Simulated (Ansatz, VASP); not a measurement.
# Two plane-wave programs on BaTe

```
Ba Te
1.0
     0.00000    3.21751    3.52441
     3.52441    0.00000    3.52441
     3.52441    3.21751    0.00000
Ba Te
1 1
Direct
  0.99120 0.00880 0.99120
  0.50880 0.49120 0.50880
```

Alike in both runs: task single point; functional PBEsol; k mesh 8 × 8 × 8; occupations gaussian, width 0.02 eV; no spin polarisation.

|  | VASP | Ansatz |
| --- | --- | --- |
| version | VASP 6.6.1 | Ansatz 0.2.0 |
| potentials or method | VASP PAW PBE potentials, release 64 (Ba_sv, Te), cutoff 520 eV | scalar-relativistic, plane waves, PAW |
| valence electrons in the cell | 16 | 26 |

```csv
,VASP,Ansatz,Ansatz less VASP
gap on the k mesh at the Fermi level (eV),0.97,1.09,+0.120
least direct gap on the mesh (eV),1.42,1.49,+0.071
pressure (GPa),3.3,2.8,-0.49
"traceless stress, the component that is largest in VASP (GPa)",7.25,6.86,-0.381
rms of the force components (eV/Å),0.446,0.422,-0.0232
```

VASP's potentials were made for PBE, not for PBEsol. Atom by atom the forces differ by 0.023 eV/Å (rms over components). With one functional, cell and mesh, what is left measures potentials, basis and numerics. VASP's potentials hold 16 valence electrons a cell and Ansatz's 26, so a difference there can come from the potentials and not from the codes.

Neither program's run includes spin-orbit coupling.
